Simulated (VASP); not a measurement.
# Tc (Fd-3m) in VASP: single point with PBEsol

Aim: the single point of Tc with PBEsol.

Everything below comes from runs of VASP 6.6.1. Logs are shortened: lines on timing, memory, paths and dates and some standing lists are left out, and cuts for length are marked.

## 1. The cell of the first run

The structure is cubic, space group Fd-3m (No. 227). Conventional cell: a = 5.477 Å, b = 5.477 Å, c = 5.477 Å, α = 90.00°, β = 90.00°, γ = 90.00°. Tc (site symmetry -43m) has 4 Tc at 2.37 Å within 3.1 Å.

## 2. Single point, PBEsol

Contents of INCAR:

```
PREC = Accurate
ENCUT = 520
EDIFF = 1E-6
ISMEAR = -1
SIGMA = 0.13605693000000002
LREAL = F
LASPH = T
NELM = 80
ALGO = Normal
ISIF = 2
LWAVE = F
LCHARG = F
GGA = PS
NBANDS = 20
```

Contents of KPOINTS:

```
regular mesh
0
Gamma
  8 8 8
```

Contents of POSCAR:

```
Tc
1.0
    0.0000000000      2.7387196320      2.7387196320
    2.7387196320      0.0000000000      2.7387196320
    2.7387196320      2.7387196320      0.0000000000
Tc
2
Direct
    0.0000000000      0.0000000000      0.0000000000
    0.2500000000      0.2500000000      0.2500000000
```

Potentials or basis: VASP PAW PBE potentials, release 64 (Tc_pv).

Run with:

```bash
$ cat potpaw_PBE.64/Tc_pv/POTCAR > POTCAR
$ mpirun -np 1 vasp_std > vasp.out
```

OUTCAR:

```text
PREC = Accurate
   ENCUT = 520
   EDIFF = 1E-6
   ISMEAR = -1
   LREAL = F
   LASPH = T
   NELM = 80
   ISIF = 2
   GGA = PS

 ion  position               nearest neighbor table
   1  0.000  0.000  0.000-   2 2.37   2 2.37   2 2.37   2 2.37
   2  0.250  0.250  0.250-   1 2.37   1 2.37   1 2.37   1 2.37

  LATTYP: Found a face centered cubic cell.
 ALAT       =     5.4774392640

  Lattice vectors:

 A1 = (   0.0000000000,   2.7387196320,   2.7387196320)
 A2 = (   2.7387196320,   0.0000000000,   2.7387196320)
 A3 = (   2.7387196320,   2.7387196320,   0.0000000000)

Analysis of symmetry for initial positions (statically):
=====================================================================
 Subroutine PRICEL returns:
 Original cell was already a primitive cell.

 Routine SETGRP: Setting up the symmetry group for a
 face centered cubic supercell.

 Subroutine GETGRP returns: Found 48 space group operations
 (whereof 24 operations were pure point group operations)
 out of a pool of 48 trial point group operations.

The static configuration has the point symmetry T_d .
 The point group associated with its full space group is O_h .

Analysis of symmetry for dynamics (positions and initial velocities):
=====================================================================
 Subroutine PRICEL returns:
 Original cell was already a primitive cell.

 Routine SETGRP: Setting up the symmetry group for a
 face centered cubic supercell.

 Subroutine GETGRP returns: Found 48 space group operations
 (whereof 24 operations were pure point group operations)
 out of a pool of 48 trial point group operations.

The dynamic configuration has the point symmetry T_d .
 The point group associated with its full space group is O_h .

 Subroutine INISYM returns: Found 48 space group operations
 (whereof 24 operations are pure point group operations),
 and found     1 'primitive' translations

----------------------------------------------------------------------------------------

                                     Primitive cell

  volume of cell :      41.0840

  direct lattice vectors                    reciprocal lattice vectors
     0.000000000  2.738719632  2.738719632    -0.182567063  0.182567063  0.182567063
     2.738719632  0.000000000  2.738719632     0.182567063 -0.182567063  0.182567063
     2.738719632  2.738719632  0.000000000     0.182567063  0.182567063 -0.182567063

  length of vectors
     3.873134447  3.873134447  3.873134447     0.316215429  0.316215429  0.316215429

  position of ions in fractional coordinates (direct lattice)
     0.000000000  0.000000000  0.000000000
     0.250000000  0.250000000  0.250000000

  ion indices of the primitive-cell ions
   primitive index   ion index
                 1           1
                 2           2

----------------------------------------------------------------------------------------

 KPOINTS: regular mesh

Automatic generation of k-mesh.
 Grid dimensions read from file:
 generate k-points for:    8    8    8

 Generating k-lattice:

  Cartesian coordinates                     Fractional coordinates (reciprocal lattice)
    -0.022820883  0.022820883  0.022820883     0.125000000  0.000000000  0.000000000
     0.022820883 -0.022820883  0.022820883     0.000000000  0.125000000  0.000000000
     0.022820883  0.022820883 -0.022820883     0.000000000  0.000000000  0.125000000

  Length of vectors
     0.039526929  0.039526929  0.039526929

  Shift w.r.t. Gamma in fractional coordinates (k-lattice)
     0.000000000  0.000000000  0.000000000

 Subroutine IBZKPT returns following result:
 ===========================================

 Found     29 irreducible k-points:

 Following reciprocal coordinates:
            Coordinates               Weight
  0.000000  0.000000  0.000000      1.000000
  0.125000  0.000000  0.000000      8.000000
  0.250000  0.000000  0.000000      8.000000
  0.375000  0.000000  0.000000      8.000000
  0.500000  0.000000  0.000000      4.000000
  0.125000  0.125000  0.000000      6.000000
[... 16 lines left out ...]
  0.500000  0.250000  0.125000     48.000000
 -0.375000  0.250000  0.125000     24.000000
 [... further k-points ...]
   k-points           NKPTS =     29   k-points in BZ     NKDIM =     29   number of bands    NBANDS=     20
   number of dos      NEDOS =    301   number of ions     NIONS =      2
   total plane-waves  NPLWV =  27000
   dimension x,y,z NGX =    30 NGY =   30 NGZ =   30
   dimension x,y,z NGXF=    60 NGYF=   60 NGZF=   60
   ions per type =               2
   NGX,Y,Z   is equivalent  to a cutoff of  12.88, 12.88, 12.88 a.u.
   NGXF,Y,Z  is equivalent  to a cutoff of  25.75, 25.75, 25.75 a.u.
 SYSTEM =  unknown system
   PREC   = accura    normal or accurate (medium, high low for compatibility)
   ISTART =      0    job   : 0-new  1-cont  2-samecut
   ICHARG =      2    charge: 1-file 2-atom 10-const
   ISPIN  =      1    spin polarized calculation?
   LNONCOLLINEAR =      F non collinear calculations
   LSORBIT =      F    spin-orbit coupling
   LASPH  =      T    aspherical Exc in radial PAW
   ENCUT  =  520.0 eV  38.22 Ry    6.18 a.u.   7.20  7.20  7.20*2*pi/ulx,y,z
   NELM   =     80;   NELMIN=  2; NELMDL= -5     # of ELM steps
   EDIFF  = 0.1E-05   stopping-criterion for ELM
   LREAL  =      F    real-space projection
   EDIFFG = 0.1E-04   stopping-criterion for IOM
   NSW    =      0    number of steps for IOM
   IBRION =     -1    ionic relax: 0-MD 1-quasi-New 2-CG
   NFREE  =      0    steps in history (QN), initial steepest desc. (CG)
   ISIF   =      2    stress and relaxation
   ISYM   =      2    0-nonsym 1-usesym 2-fastsym
   POTIM  = 0.5000    time-step for ionic-motion
   TEBEG  =    0.0;   TEEND  =   0.0 temperature during run
   PSTRESS=    0.0 pullay stress
   NELECT =      26.0000    total number of electrons
   NUPDOWN=      -1.0000    fix difference up-down
   EMIN   =  10.00;   EMAX   =-10.00  energy-range for DOS
   EFERMI =   0.00;   METHOD = LEGACY
   ISMEAR =    -1;   SIGMA  =   0.14  broadening in eV -4-tet -1-fermi 0-gaus
   EFERMI_NEDOS =   21; number of points for ismear=-14 and -15
   IALGO  =     38    algorithm
   IMIX   =      4    mixing-type and parameters
     AMIX     =   0.40;   BMIX     =  1.00
     AMIX_MAG =   1.60;   BMIX_MAG =  1.00
  volume/ion in A,a.u.               =      20.54       138.62
  Fermi-wavevector in a.u.,A,eV,Ry     =   1.405535  2.656076 26.878704  1.975529
  Thomas-Fermi vector in A             =   2.527986
   LORBIT       =      0    0 simple, 1 ext, 2 COOP (PROOUT), +10 PAW based schemes
   GGA     = PS    functional components
   LHFCALC =     F    Hartree Fock is set to
   AEXX    =    0.0000 exact exchange contribution
   IVDW    =     0    specifies the selected vdW correction
   LEPSILON=     F    determine dielectric tensor
   LRPA    =     F    only Hartree local field effects (RPA)
 non-spin polarized calculation
  energy-cutoff  :      520.00
  volume of cell :       41.08
 maximum number of plane-waves:      1124
 NGX is ok and might be reduce to    30
   NGX = 15   NGY = 15   NGZ = 15

 number of electron      25.9999993 magnetization

 Free energy of the ion-electron system (eV)
  ---------------------------------------------------
  ext. energy  EPLUGINS =         0.00000000
  ---------------------------------------------------
  free energy    TOTEN  =       -19.36102302 eV

  energy without entropy =      -19.23770707  energy(sigma->0) =      -19.29936505

 E-fermi :   7.3087     XC(G=0): -11.4921

 val. band max:        7.2851791626   @ k =   0.5000   0.1250   0.0000
 cond. band min:       7.3092461556   @ k =   0.5000   0.0000   0.0000
 fundamental gap:      0.0240669929
 Fermi energy:         7.3087004560

 k-point     1 :       0.0000    0.0000    0.0000
  band No.  band energies     occupation
      1     -31.6878      2.00000
      2     -31.6878      2.00000
      3     -31.6878      2.00000
      4     -30.5724      2.00000
      5     -30.5724      2.00000
      6     -30.5724      2.00000
[... 12 lines left out ...]
     19      20.1493      0.00000
     20      20.1493      0.00000

 k-point     2 :       0.1250    0.0000    0.0000
  band No.  band energies     occupation
      1     -31.7085      2.00000
      2     -31.7085      2.00000
      3     -31.6863      2.00000
      4     -30.5754      2.00000
      5     -30.5503      2.00000
      6     -30.5503      2.00000
[... 12 lines left out ...]
     19      19.6165      0.00000
     20      20.1547      0.00000

 k-point     3 :       0.2500    0.0000    0.0000
  band No.  band energies     occupation
      1     -31.7553      2.00000
      2     -31.7553      2.00000
      3     -31.6836      2.00000
      4     -30.5809      2.00000
      5     -30.4997      2.00000
      6     -30.4997      2.00000
[... 12 lines left out ...]
     19      18.0419      0.00000
     20      19.6438      0.00000

 k-point     4 :       0.3750    0.0000    0.0000
  band No.  band energies     occupation
      1     -31.7986      2.00000
      2     -31.7986      2.00000
      3     -31.6825      2.00000
      4     -30.5846      2.00000
      5     -30.4526      2.00000
      6     -30.4526      2.00000
[... 12 lines left out ...]
     19      17.6507      0.00000
     20      18.7714      0.00000

 k-point     5 :       0.5000    0.0000    0.0000
  band No.  band energies     occupation
      1     -31.8157      2.00000
      2     -31.8157      2.00000
      3     -31.6825      2.00000
      4     -30.5855      2.00000
      5     -30.4339      2.00000
      6     -30.4339      2.00000
[... 12 lines left out ...]
     19      17.5668      0.00000
     20      18.4159      0.00000
[... 353 lines left out ...]
      6     -30.2938      2.00000
[... 12 lines left out ...]
     19      12.7637      0.00000
     20      12.7637      0.00000

 k-point    22 :       0.3750    0.2500    0.1250
  band No.  band energies     occupation
      1     -31.8603      2.00000
      2     -31.8097      2.00000
      3     -31.5460      2.00000
      4     -30.7220      2.00000
      5     -30.4410      2.00000
      6     -30.3917      2.00000
[... 12 lines left out ...]
     19      15.7395      0.00000
     20      17.3676      0.00000

 k-point    23 :       0.5000    0.2500    0.1250
  band No.  band energies     occupation
      1     -31.9171      2.00000
      2     -31.8477      2.00000
      3     -31.4811      2.00000
      4     -30.7851      2.00000
      5     -30.4002      2.00000
      6     -30.3353      2.00000
[... 12 lines left out ...]
     19      15.1024      0.00000
     20      16.3578      0.00000

 k-point    24 :      -0.3750    0.2500    0.1250
  band No.  band energies     occupation
      1     -31.9372      2.00000
      2     -31.8653      2.00000
      3     -31.4514      2.00000
      4     -30.8135      2.00000
      5     -30.3812      2.00000
      6     -30.3161      2.00000
[... 12 lines left out ...]
     19      15.1377      0.00000
     20      15.6182      0.00000

 [... further k-points ...]
[... 5 lines left out ...]
  --------------------------------------------------------------------------------------
  -------------------------------------------------------------------------------------
  Total       -0.0650686     -0.0650686     -0.0650686     -0.0000000      0.0000000      0.0000000
  in kB       -2.5375211     -2.5375211     -2.5375211     -0.0000000      0.0000000      0.0000000
  external PRESSURE =      -2.5375211 kB  Pullay stress =       0.0000000 kB

 VOLUME and BASIS-vectors are now :
 -----------------------------------------------------------------------------
  energy-cutoff  :      520.00
  volume of cell :       41.08
      direct lattice vectors                 reciprocal lattice vectors
     0.000000000  2.738719632  2.738719632    -0.182567063  0.182567063  0.182567063
     2.738719632  0.000000000  2.738719632     0.182567063 -0.182567063  0.182567063
     2.738719632  2.738719632  0.000000000     0.182567063  0.182567063 -0.182567063

 POSITION                                       TOTAL-FORCE (eV/Angst)
 -----------------------------------------------------------------------------------
      0.00000      0.00000      0.00000         0.000000      0.000000      0.000000
      1.36936      1.36936      1.36936        -0.000000     -0.000000     -0.000000
 -----------------------------------------------------------------------------------
    total drift:                                0.000000     -0.000000      0.000000

  FREE ENERGIE OF THE ION-ELECTRON SYSTEM (eV)
  ---------------------------------------------------
  free  energy   TOTEN  =       -19.3610230234 eV

  energy  without entropy=      -19.2377070744  energy(sigma->0) =      -19.29936505
```

It took 12 s on 1 thread of Intel Xeon 6975P-C, shared host; peak memory 0.17 GiB.

Results:

```yaml
Free_energy: -19.3610 eV
Pressure: -0.3 GPa
Band_gap_on_the_k_mesh: zero (band 13 reaches 7.83 eV, above the bottom of band 14 at 6.82 eV)
```

Caveat: the PAW data sets were made with another functional, which shifts forces and pressure a little.
